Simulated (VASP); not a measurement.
Wanted: the native input for a VASP 6.6.1 run.

```
Task                   : single point
Functional             : PBEsol
Potentials or basis    : VASP PAW PBE potentials, release 64 (Ti_sv, Si)
Cutoff                 : 520 eV
k mesh                 : 14 × 14 × 12
Occupations            : gaussian, width 0.15 eV
Spin                   : no spin polarisation
Dipole correction      : no
Further INCAR settings : ALGO = Normal; EDIFF = 1e-07; NBANDS = 29
```

The structure of TiSi2 lies in POSCAR:

```
TiSi2
1.0
    1.8218671439     -6.3826904370      0.0000000000
    1.8218671439      6.3826904370      0.0000000000
    0.0000000000      0.0000000000      3.6838213717
Ti Si
2 4
Direct
    0.8975108623      0.1024891377      0.7500000000
    0.1024891377      0.8975108623      0.2500000000
    0.5599809709      0.4400190291      0.7500000000
    0.4400190291      0.5599809709      0.2500000000
    0.2497198722      0.7502801278      0.7500000000
    0.7502801278      0.2497198722      0.2500000000
```

These files were run (other wordings do the same):

INCAR

```
PREC     = Accurate       # precision mode
ENCUT    = 520            # plane-wave cutoff, eV
EDIFF    = 1E-7           # SCF threshold, eV
ISMEAR   = 0              # smearing method
SIGMA    = 0.15           # smearing width, eV
LREAL    = F              # projectors in reciprocal space
LASPH    = T              # aspherical terms in the spheres
NELM     = 80             # most SCF steps
ALGO     = Normal         # electronic algorithm
ISIF     = 2              # what is computed and relaxed
LWAVE    = F              # write WAVECAR
LCHARG   = F              # write CHGCAR
GGA      = PS             # functional
NBANDS   = 29             # bands
```

KPOINTS

```
regular mesh
0
Gamma
  14 14 12
```

Potentials or basis: VASP PAW PBE potentials, release 64 (Ti_sv, Si).

The run is started by

```console
$ cat potpaw_PBE.64/Ti_sv/POTCAR potpaw_PBE.64/Si/POTCAR > POTCAR
$ mpirun -np 1 vasp_std > vasp.out
```

It gave:

```json
{
  "Pressure": "-4.1 GPa",
  "Largest force": "0.563 eV/Å",
  "Band gap on the k mesh": "zero (bands 20 and 21 overlap by 0.83 eV)"
}
```

Caveat: the stress differs along the axes, from -10 to 8 GPa; the PAW data sets were made with another functional, which shifts forces and pressure a little.

Run time: 24 min on 1 thread of Intel Xeon 8259CL (shared host), peak memory 0.86 GiB.
